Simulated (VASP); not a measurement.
Set up this calculation in VASP 6.6.1, as the native input.

| Quantity | Value |
| --- | --- |
| Task | single point |
| Functional | PBE |
| Dispersion | D3(BJ) |
| Potentials or basis | VASP PAW PBE potentials, release 64 (Zn, O) |
| Cutoff | 520 eV |
| k mesh | 9 × 9 × 4 |
| Occupations | gaussian, width 0.05 eV |
| Spin | no spin polarisation |
| Dipole correction | no |
| Further INCAR settings | ALGO = Normal; EDIFF = 1e-06; NBANDS = 26 |

The structure of ZnO lies in POSCAR:

```
ZnO
1.0
    3.3866061734      0.0000000000      0.0000000000
   -1.6933030867      2.9328869788      0.0000000000
    0.0000000000      0.0000000000      7.3443545905
Zn O
2 2
Direct
    0.0000000000      0.0000000000      0.7500000000
    0.0000000000      0.0000000000      0.2500000000
    0.3333333333      0.6666666667      0.2500000000
    0.6666666667      0.3333333333      0.7500000000
```

This cell differs from its parent crystal: strain +0.030 along x and y, +0.030 along z.

The input as run:

INCAR

```
SYSTEM = ZnO
  PREC = Accurate
  ENCUT = 520
  EDIFF = 1E-6
  ISMEAR = 0
  SIGMA = 0.05
  LREAL = .FALSE.
  LASPH = .TRUE.
  NELM = 60
  ALGO = Normal
  ISIF = 2
  LWAVE = .FALSE.
  LCHARG = .TRUE.
  GGA = PE
  IVDW = 12
  LELF = .TRUE.
  LVHAR = .TRUE.
  NBANDS = 26
```

KPOINTS

```
regular mesh
0
G
  9 9 4
  0 0 0
```

Potentials or basis: VASP PAW PBE potentials, release 64 (Zn, O).

Launch:

```sh
$ cat potpaw_PBE.64/Zn/POTCAR potpaw_PBE.64/O/POTCAR > POTCAR
$ mpirun -np 1 vasp_std > vasp.out
```

Results of the run:

| Property | Result |
| --- | --- |
| Pressure | -7.9 GPa |
| Band gap on the k mesh | 0.81 eV |
| Dispersion energy per atom | -0.141 eV |

Caveat: the cell differs from its parent crystal (strain +0.030 along x and y, +0.030 along z); the cell stands under tension; an odd mesh through Γ misses points on the zone boundary, where band edges can lie.

Wall time 110 s on 1 thread of Intel Xeon 8259CL, on a shared host, peak memory 0.23 GiB.
